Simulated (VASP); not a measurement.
Here is a VASP 6.6.1 calculation.

File INCAR:

```
  ALGO = Normal
  EDIFF = 1E-6
  ENCUT = 1130
  GGA = PE
  GGA_COMPAT = False
  ISIF = 2
  ISMEAR = 0
  LASPH = True
  LCHARG = False
  LREAL = False
  LWAVE = False
  NBANDS = 22
  NELM = 120
  PREC = Accurate
  SIGMA = 0.1
```

Contents of KPOINTS:

```
k-points
0
Gamma
  6 6 6
```

File POSCAR:

```
Na2B3
1.0
    3.5209081000      0.0000000000      0.0000000000
    0.0000000000      3.5209081000      0.0000000000
    0.0000000000      0.0000000000      3.3295503100
Na B
2 3
Direct
    0.0000000000      0.0000000000      0.5000000000
    0.5000000000      0.5000000000      0.0000000000
    0.0000000000      0.0000000000      0.1540055500
    0.0000000000      0.0000000000      0.8459944500
    0.5000000000      0.5000000000      0.5000000000
```

Potentials or basis: VASP PAW PBE potentials, release 64 (Na_sv, B).

Run with:

```sh
$ cat potpaw_PBE.64/Na_sv/POTCAR potpaw_PBE.64/B/POTCAR > POTCAR
$ mpirun -np 1 vasp_std > vasp.out
```

Estimate the band gap on the k mesh.

zero (an odd number of electrons rules out a gap without spin polarisation).

What does it give for the largest force?

13.889 eV/Å.

Predict the pressure.

194.4 GPa.

Forces in eV/Å, atoms in the order of the input:
```
Na    0.000   0.000   0.000
Na    0.000   0.000   0.000
B     0.000   0.000  13.889
B     0.000   0.000 -13.889
B     0.000   0.000   0.000
```

Caveat: atoms lie so close that the PAW spheres overlap strongly, which falsifies energies and pressures; the stress differs along the axes, from 10 to 563 GPa; an odd number of electrons without spin polarisation forces a metal; a magnetic or distorted state may lie lower.
